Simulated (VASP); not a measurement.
# W (Im-3m) in VASP: a series of runs, part 2 of 2

VASP 6.6.1.

## 5. Single point, RPBE (volume scaled by 0.92)

File INCAR:

```
SYSTEM = W
PREC     = Accurate       ! precision mode
ENCUT    = 520            ! plane-wave cutoff, eV
EDIFF    = 1E-6           ! SCF threshold, eV
ISMEAR   = -1             ! smearing method
SIGMA    = 0.1            ! smearing width, eV
LREAL    = .FALSE.        ! projectors in reciprocal space
LASPH    = .TRUE.         ! aspherical terms in the spheres
NELM     = 80             ! most SCF steps
ALGO     = Normal         ! electronic algorithm
ISIF     = 2              ! what is computed and relaxed
LWAVE    = .FALSE.        ! write WAVECAR
LCHARG   = .FALSE.        ! write CHGCAR
GGA      = RP             ! functional
NBANDS   = 13             ! bands
```

File KPOINTS:

```
regular mesh
0
G
  23 23 23
  0 0 0
```

File POSCAR:

```
W
1.0
   -1.5549398181      1.5549398181      1.5549398181
    1.5549398181     -1.5549398181      1.5549398181
    1.5549398181      1.5549398181     -1.5549398181
W
1
Direct
    0.0000000000      0.0000000000      0.0000000000
```

Potentials or basis: VASP PAW PBE potentials, release 64 (W_sv).

The run is started by

```sh
cat potpaw_PBE.64/W_sv/POTCAR > POTCAR
mpirun -np 1 vasp_std > vasp.out
```

OUTCAR:

```text
SYSTEM = W
   PREC = Accurate
   ENCUT = 520
   EDIFF = 1E-6
   ISMEAR = -1
   LREAL = .FALSE.
   LASPH = .TRUE.
   NELM = 80
   ISIF = 2
   GGA = RP

 ion  position               nearest neighbor table
   1  0.000  0.000  0.000-

  LATTYP: Found a body centered cubic cell.
 ALAT       =     3.1098796362

  Lattice vectors:

 A1 = (  -1.5549398181,   1.5549398181,   1.5549398181)
 A2 = (   1.5549398181,  -1.5549398181,   1.5549398181)
[... 553 lines left out ...]
      4     -25.3384      2.00000
      5       3.4839      2.00000
      6      10.4493      2.00000
      7      10.5807      2.00000
      8      12.1764      1.60110
      9      13.8719      0.00000
     10      14.8452      0.00000
     11      27.7757      0.00000
     12      28.7735      0.00000
     13      29.1912      0.00000

 [... further k-points ...]
[... 5 lines left out ...]
  --------------------------------------------------------------------------------------
  -------------------------------------------------------------------------------------
  Total        2.7771603      2.7771603      2.7771603      0.0000000     -0.0000000      0.0000000
  in kB      295.8767124    295.8767124    295.8767124      0.0000000     -0.0000000      0.0000000
  external PRESSURE =     295.8767124 kB  Pullay stress =       0.0000000 kB

 VOLUME and BASIS-vectors are now :
 -----------------------------------------------------------------------------
  energy-cutoff  :      520.00
  volume of cell :       15.04
      direct lattice vectors                 reciprocal lattice vectors
    -1.554939818  1.554939818  1.554939818     0.000000000  0.321555853  0.321555853
     1.554939818 -1.554939818  1.554939818     0.321555853  0.000000000  0.321555853
     1.554939818  1.554939818 -1.554939818     0.321555853  0.321555853  0.000000000

 POSITION                                       TOTAL-FORCE (eV/Angst)
 -----------------------------------------------------------------------------------
      0.00000      0.00000      0.00000        -0.000000     -0.000000      0.000000
 -----------------------------------------------------------------------------------
    total drift:                               -0.000000     -0.000000      0.000000

  FREE ENERGIE OF THE ION-ELECTRON SYSTEM (eV)
  ---------------------------------------------------
  free  energy   TOTEN  =       -12.2979881329 eV

  energy  without entropy=      -12.2842437978  energy(sigma->0) =      -12.29111597
```

OSZICAR:

```text
N       E                     dE             d eps       ncg     rms          rms(c)
DAV:   1     0.854714445672E+02    0.85471E+02   -0.74553E+03  9541   0.124E+03
DAV:   2    -0.112486540325E+02   -0.96720E+02   -0.92907E+02 10594   0.319E+02
DAV:   3    -0.128311520459E+02   -0.15825E+01   -0.15775E+01 10389   0.395E+01
DAV:   4    -0.128370893260E+02   -0.59373E-02   -0.59371E-02 10614   0.267E+00
DAV:   5    -0.128371353069E+02   -0.45981E-04   -0.45982E-04 10479   0.221E-01    0.227E+01
DAV:   6    -0.124195357382E+02    0.41760E+00   -0.33728E-01  9909   0.804E+00    0.970E+00
DAV:   7    -0.123013121300E+02    0.11822E+00   -0.20085E-01 10559   0.593E+00    0.549E-01
DAV:   8    -0.122979831551E+02    0.33290E-02   -0.46277E-03  9634   0.891E-01    0.549E-02
DAV:   9    -0.122979974936E+02   -0.14339E-04   -0.72581E-05 10984   0.113E-01    0.479E-02
DAV:  10    -0.122979876626E+02    0.98309E-05   -0.19258E-05 10284   0.627E-02    0.113E-03
DAV:  11    -0.122979881329E+02   -0.47028E-06   -0.35142E-07  6687   0.739E-03
   1 F= -.12297988E+02 E0= -.12291116E+02  d E =-.137443E-01
```

It took 25 s on 1 thread of AMD EPYC 9R45 (Zen 5), shared host; peak memory 0.14 GiB.

What came out:

```yaml
Free_energy: -12.2980 eV
Pressure: 29.6 GPa
Band_gap_on_the_k_mesh: zero (band 7 reaches 17.60 eV, above the bottom of band 8 at 10.99 eV)
```

Caveat: the PAW data sets were made with another functional, which shifts forces and pressure a little; spin-orbit coupling is left out, which moves the levels of the heavy elements.

## 6. Single point, RPBE (volume scaled by 0.96)

File INCAR:

```
SYSTEM = W
  ALGO = Normal
  EDIFF = 1E-6
  ENCUT = 520
  GGA = RP
  ISIF = 2
  ISMEAR = -1
  LASPH = .True.
  LCHARG = .False.
  LREAL = .False.
  LWAVE = .False.
  NBANDS = 13
  NELM = 80
  PREC = Accurate
  SIGMA = 0.1
```

File KPOINTS:

```
k-points
0
Gamma
  23 23 23
  0 0 0
```

File POSCAR:

```
W
1.0
   -1.5771562456      1.5771562456      1.5771562456
    1.5771562456     -1.5771562456      1.5771562456
    1.5771562456      1.5771562456     -1.5771562456
W
1
Direct
    0.0000000000      0.0000000000      0.0000000000
```

Potentials or basis: VASP PAW PBE potentials, release 64 (W_sv).

The run is started by

```sh
cat potpaw_PBE.64/W_sv/POTCAR > POTCAR
mpirun -np 1 vasp_std > vasp.out
```

It took 24 s on 1 thread of AMD EPYC 9R45 (Zen 5), shared host; peak memory 0.15 GiB.

It converged, with:

```yaml
Free_energy: -12.3849 eV
Pressure: 13.4 GPa
Band_gap_on_the_k_mesh: zero (band 7 reaches 16.67 eV, above the bottom of band 8 at 10.44 eV)
```

Levels at points of the mesh, in eV from the Fermi level:
```
           k point  band 3  band 4  band 5  band 6  band 7  band 8  band 9  band 10  band 11  band 12
(0.00, 0.00, 0.00)  -37.74  -37.74   -9.69   -1.24   -1.24   -1.24    2.31     2.31    14.51    14.51
```

Caveat: the PAW data sets were made with another functional, which shifts forces and pressure a little; spin-orbit coupling is left out, which moves the levels of the heavy elements.

## 7. The runs side by side

```csv
task,cell,k mesh,cutoff (eV),gap on the mesh (eV),pressure (GPa)
single point,"a = 2.769 Å, angles 109.5°, 1 atom",14 × 14 × 14,520,none,0.4
relaxation of cell and atoms,"relaxed from a = 2.741 Å, angles 109.5°, 1 atom",14 × 14 × 14,600,none,0.0
single point,"a = 2.654 Å, angles 109.5°, 1 atom",23 × 23 × 23,520,none,49.6
single point,"a = 2.693 Å, angles 109.5°, 1 atom",23 × 23 × 23,520,none,29.6
single point,"a = 2.732 Å, angles 109.5°, 1 atom",23 × 23 × 23,520,none,13.4
```

Alike in all rows: level RPBE; potentials or basis VASP PAW PBE potentials, release 64 (W_sv); no spin polarisation; smearing fermi-dirac 0.1 eV.

Caveats: the PAW data sets were made with another functional, which shifts forces and pressure a little; spin-orbit coupling is left out, which moves the levels of the heavy elements.

Total energies depend on the potentials used, so only differences within one code and one set of settings carry meaning.
